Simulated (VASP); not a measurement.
# Mg3SeS2 (Fmmm) in VASP: a series of runs

Runs on Mg3SeS2. Level: PBE. Tasks: single point.

All numbers are computed with VASP 6.6.1; they aren't measurements. Logs are shortened: lines on timing, memory, paths and dates and some standing lists are left out, and cuts for length are marked.

## (1) The cell of the first run

It takes space group Fmmm (No. 69, orthorhombic). The conventional cell has a = 6.674 Å, b = 7.090 Å, c = 12.169 Å, α = 90.00°, β = 90.00°, γ = 90.00°. Within 3.2 Å of Mg (site symmetry mm2) lie 1 Se at 2.42 Å and 2 S at 3.09 Å. Within 2.2 Å of Mg (site symmetry mmm) lie 2 S at 1.62 Å. Se (site symmetry mmm) has 2 S at 1.93 Å and 2 Mg at 2.42 Å within 2.6 Å. Within 2.2 Å of S (site symmetry m2m) lie 1 Mg at 1.62 Å and 1 Se at 1.93 Å.

## (2) Single point, PBE

File INCAR:

```
SYSTEM = Mg3SeS2
PREC     = Accurate       ! precision mode
ENCUT    = 520            ! plane-wave cutoff, eV
EDIFF    = 1E-6           ! SCF threshold, eV
ISMEAR   = 0              ! smearing method
SIGMA    = 0.1            ! smearing width, eV
LREAL    = .False.        ! projectors in reciprocal space
LASPH    = .True.         ! aspherical terms in the spheres
NELM     = 80             ! most SCF steps
ALGO     = Normal         ! electronic algorithm
ISIF     = 2              ! what is computed and relaxed
LWAVE    = .False.        ! write WAVECAR
LCHARG   = .True.         ! write CHGCAR
GGA      = PE             ! functional
LELF     = .True.         ! ELF
LVHAR    = .True.       
NBANDS   = 21             ! bands
```

File KPOINTS:

```
regular mesh
0
Gamma
  4 4 4
  0 0 0
```

File POSCAR:

```
Mg3SeS2
1.0
    0.0000000000      3.5448913500      6.0845353700
    3.3372343300      0.0000000000      6.0845353700
    3.3372343300      3.5448913500      0.0000000000
Mg Se S
3 1 2
Direct
    0.1987812600      0.1987812600      0.8012187400
    0.8012187400      0.8012187400      0.1987812600
    0.5000000000      0.5000000000      0.5000000000
    0.0000000000      0.0000000000      0.0000000000
    0.2721114500      0.7278885500      0.2721114500
    0.7278885500      0.2721114500      0.7278885500
```

Potentials or basis: VASP PAW PBE potentials, release 64 (Mg, Se, S).

The run is started by

```bash
$ cat potpaw_PBE.64/Mg/POTCAR potpaw_PBE.64/Se/POTCAR potpaw_PBE.64/S/POTCAR > POTCAR
$ mpirun -np 1 vasp_std > vasp.out
```

OUTCAR:

```text
SYSTEM = Mg3SeS2
   PREC = Accurate
   ENCUT = 520
   EDIFF = 1E-6
   ISMEAR = 0
   LREAL = .False.
   LASPH = .True.
   NELM = 80
   ISIF = 2
   GGA = PE

 ion  position               nearest neighbor table
   1  0.199  0.199  0.801-   4 2.42   5 3.09   6 3.09   2 3.56   2 3.56
   2  0.801  0.801  0.199-   4 2.42   5 3.09   6 3.09   1 3.56   1 3.56
   3  0.500  0.500  0.500-   5 1.62   6 1.62
   4  0.000  0.000  0.000-   5 1.93   6 1.93   1 2.42   2 2.42
   5  0.272  0.728  0.272-   3 1.62   4 1.93   1 3.09   2 3.09
   6  0.728  0.272  0.728-   3 1.62   4 1.93   1 3.09   2 3.09

  LATTYP: Found a face centered orthorhombic cell.
 ALAT       =     6.6744686600
 B/A-ratio  =     1.0622242850
 C/A-ratio  =     1.8232268904

  Lattice vectors:

 A1 = (   0.0000000000,   3.5448913500,   6.0845353700)
 A2 = (   3.3372343300,   0.0000000000,   6.0845353700)
 A3 = (   3.3372343300,   3.5448913500,   0.0000000000)

Analysis of symmetry for initial positions (statically):
=====================================================================
 Subroutine PRICEL returns:
 Original cell was already a primitive cell.

 Routine SETGRP: Setting up the symmetry group for a
 face centered orthorhombic supercell.

 Subroutine GETGRP returns: Found  8 space group operations
 (whereof  8 operations were pure point group operations)
 out of a pool of  8 trial point group operations.

The static configuration has the point symmetry D_2h.

Analysis of symmetry for dynamics (positions and initial velocities):
=====================================================================
 Subroutine PRICEL returns:
 Original cell was already a primitive cell.

 Routine SETGRP: Setting up the symmetry group for a
 face centered orthorhombic supercell.

 Subroutine GETGRP returns: Found  8 space group operations
 (whereof  8 operations were pure point group operations)
 out of a pool of  8 trial point group operations.

The dynamic configuration has the point symmetry D_2h.

 Subroutine INISYM returns: Found  8 space group operations
 (whereof  8 operations are pure point group operations),
 and found     1 'primitive' translations

----------------------------------------------------------------------------------------

                                     Primitive cell

  volume of cell :     143.9617

  direct lattice vectors                    reciprocal lattice vectors
     0.000000000  3.544891350  6.084535370    -0.149824660  0.141048047  0.082175543
     3.337234330  0.000000000  6.084535370     0.149824660 -0.141048047  0.082175543
     3.337234330  3.544891350  0.000000000     0.149824660  0.141048047 -0.082175543

[... 90 lines left out ...]
   ISIF   =      2    stress and relaxation
   ISYM   =      2    0-nonsym 1-usesym 2-fastsym
   POTIM  = 0.5000    time-step for ionic-motion
   TEBEG  =    0.0;   TEEND  =   0.0 temperature during run
   PSTRESS=    0.0 pullay stress
   NELECT =      24.0000    total number of electrons
   NUPDOWN=      -1.0000    fix difference up-down
   EMIN   =  10.00;   EMAX   =-10.00  energy-range for DOS
   EFERMI =   0.00;   METHOD = LEGACY
   ISMEAR =     0;   SIGMA  =   0.10  broadening in eV -4-tet -1-fermi 0-gaus
   EFERMI_NEDOS =   21; number of points for ismear=-14 and -15
   IALGO  =     38    algorithm
   IMIX   =      4    mixing-type and parameters
     AMIX     =   0.40;   BMIX     =  1.00
     AMIX_MAG =   1.60;   BMIX_MAG =  1.00
  volume/ion in A,a.u.               =      23.99       161.92
  Fermi-wavevector in a.u.,A,eV,Ry     =   0.901010  1.702662 11.045466  0.811819
  Thomas-Fermi vector in A             =   2.024038
   LORBIT       =      0    0 simple, 1 ext, 2 COOP (PROOUT), +10 PAW based schemes
   GGA     = PE    functional components
   LHFCALC =     F    Hartree Fock is set to
   AEXX    =    0.0000 exact exchange contribution
   IVDW    =     0    specifies the selected vdW correction
   LEPSILON=     F    determine dielectric tensor
   LRPA    =     F    only Hartree local field effects (RPA)
 non-spin polarized calculation
 Gauss-broadening in eV      SIGMA  =   0.10
  energy-cutoff  :      520.00
  volume of cell :      143.96
 maximum number of plane-waves:      3908
 NGX is ok and might be reduce to    54
   NGX = 27   NGY = 25   NGZ = 19

 number of electron      23.9999999 magnetization

 Free energy of the ion-electron system (eV)
  ---------------------------------------------------
  ext. energy  EPLUGINS =         0.00000000
  ---------------------------------------------------
  free energy    TOTEN  =         0.30124354 eV

  energy without entropy =        0.31553474  energy(sigma->0) =        0.30838914

 E-fermi :   3.0452     XC(G=0):  -8.3056

 val. band max:        3.0226211534   @ k =  -0.2500   0.2500   0.5000
 cond. band min:       3.0780699913   @ k =   0.0000   0.5000   0.5000
 fundamental gap:      0.0554488379
 Fermi energy:         3.0452021847

 k-point     1 :       0.0000    0.0000    0.0000
  band No.  band energies     occupation
      1     -14.7945      2.00000
      2     -11.4266      2.00000
      3      -8.1415      2.00000
      4      -3.7666      2.00000
      5      -3.4271      2.00000
      6      -1.4347      2.00000
[... 421 lines left out ...]
     20       9.6215      0.00000
     21       9.6678      0.00000

------------------------ aborting loop because EDIFF is reached ----------------------------------------

  FORCE on cell =-STRESS in cart. coord.  units (eV):
  Direction    XX          YY          ZZ          XY          YZ          ZX
  --------------------------------------------------------------------------------------
  -------------------------------------------------------------------------------------
  Total       -1.0179347    125.8788373      5.9115360     -0.0000000      0.0000000      0.0000000
  in kB      -11.3287879   1400.9294278     65.7906044     -0.0000000      0.0000000      0.0000000
  external PRESSURE =     485.1304148 kB  Pullay stress =       0.0000000 kB

 VOLUME and BASIS-vectors are now :
 -----------------------------------------------------------------------------
  energy-cutoff  :      520.00
  volume of cell :      143.96
      direct lattice vectors                 reciprocal lattice vectors
     0.000000000  3.544891350  6.084535370    -0.149824660  0.141048047  0.082175543
     3.337234330  0.000000000  6.084535370     0.149824660 -0.141048047  0.082175543
     3.337234330  3.544891350  0.000000000     0.149824660  0.141048047 -0.082175543

 POSITION                                       TOTAL-FORCE (eV/Angst)
 -----------------------------------------------------------------------------------
      3.33723      3.54489      2.41898         0.000000      0.000000      1.459613
      3.33723      3.54489      9.75009         0.000000      0.000000     -1.459613
      3.33723      3.54489      6.08454         0.000000      0.000000     -0.000000
      0.00000      0.00000      0.00000         0.000000      0.000000     -0.000000
      3.33723      1.92921      6.08454         0.000000    -14.863943     -0.000000
      3.33723      5.16057      6.08454         0.000000     14.863943     -0.000000
 -----------------------------------------------------------------------------------
    total drift:                               -0.000000     -0.000000     -0.000000

  FREE ENERGIE OF THE ION-ELECTRON SYSTEM (eV)
  ---------------------------------------------------
  free  energy   TOTEN  =         0.3012435420 eV

  energy  without entropy=        0.3155347421  energy(sigma->0) =        0.30838914
```

OSZICAR:

```text
N       E                     dE             d eps       ncg     rms          rms(c)
DAV:   1     0.128366922328E+03    0.12837E+03   -0.91640E+03   756   0.927E+02
DAV:   2     0.849610016960E+01   -0.11987E+03   -0.11402E+03  1037   0.156E+02
DAV:   3    -0.375161680512E+01   -0.12248E+02   -0.12168E+02   921   0.532E+01
DAV:   4    -0.393045912108E+01   -0.17884E+00   -0.17864E+00  1020   0.763E+00
DAV:   5    -0.393341618928E+01   -0.29571E-02   -0.29567E-02   989   0.971E-01    0.222E+01
DAV:   6     0.195464475755E+00    0.41289E+01   -0.88069E+00   962   0.117E+01    0.115E+01
DAV:   7     0.240874294983E+00    0.45410E-01   -0.27169E+00   943   0.615E+00    0.622E+00
DAV:   8     0.271870586795E+00    0.30996E-01   -0.81027E-01   918   0.302E+00    0.159E+00
DAV:   9     0.297735618200E+00    0.25865E-01   -0.28745E-01   917   0.164E+00    0.519E-01
DAV:  10     0.301397241910E+00    0.36616E-02   -0.18306E-02   874   0.464E-01    0.216E-01
DAV:  11     0.300818312292E+00   -0.57893E-03   -0.36225E-03   961   0.202E-01    0.126E-01
DAV:  12     0.301258123350E+00    0.43981E-03   -0.22364E-03   917   0.143E-01    0.428E-02
DAV:  13     0.301242780175E+00   -0.15343E-04   -0.11075E-04   886   0.498E-02    0.261E-02
DAV:  14     0.301243542001E+00    0.76183E-06   -0.16651E-06   866   0.737E-03
   1 F= 0.30124354E+00 E0= 0.30838914E+00  d E =-.142912E-01
```

It took 52 s on 1 thread of Intel Xeon 6975P-C (Granite Rapids), shared host; peak memory 0.32 GiB.

Results:

* Free energy: 0.3012 eV
* Pressure: 48.5 GPa
* Largest force: 14.864 eV/Å
* Band gap on the k mesh: zero (band 12 reaches 3.37 eV, above the bottom of band 13 at 2.98 eV)

Forces on the atoms (eV/Å):
```
Mg    0.000   0.000   1.460
Mg    0.000   0.000  -1.460
Mg    0.000   0.000   0.000
Se    0.000   0.000   0.000
S     0.000 -14.864   0.000
S     0.000  14.864   0.000
```

Levels at points of the mesh, in eV from the Fermi level:
```
           k point  band 9  band 10  band 11  band 12  band 13  band 14  band 15  band 16
(0.00, 0.00, 0.00)   -3.52    -1.88    -1.56    -1.31     1.74     3.38     3.46     3.53
(0.50, 0.00, 0.00)   -1.37    -1.35    -1.12    -0.64     0.39     2.36     3.58     3.69
(0.50, 0.50, 0.00)   -2.33    -1.82    -1.61    -1.18     1.46     2.46     2.51     2.67
(0.50, 0.00, 0.50)   -1.68    -0.92    -0.87    -0.35     0.12     0.13     1.04     3.69
(0.00, 0.50, 0.50)   -1.68    -1.21     0.03     0.12     0.56     0.89     1.31     2.20
```

Caveat: forces of over 1 eV/Å act on the atoms, so gaps and moduli don't describe the material at rest.

(Part 1 of 2 ends here.)
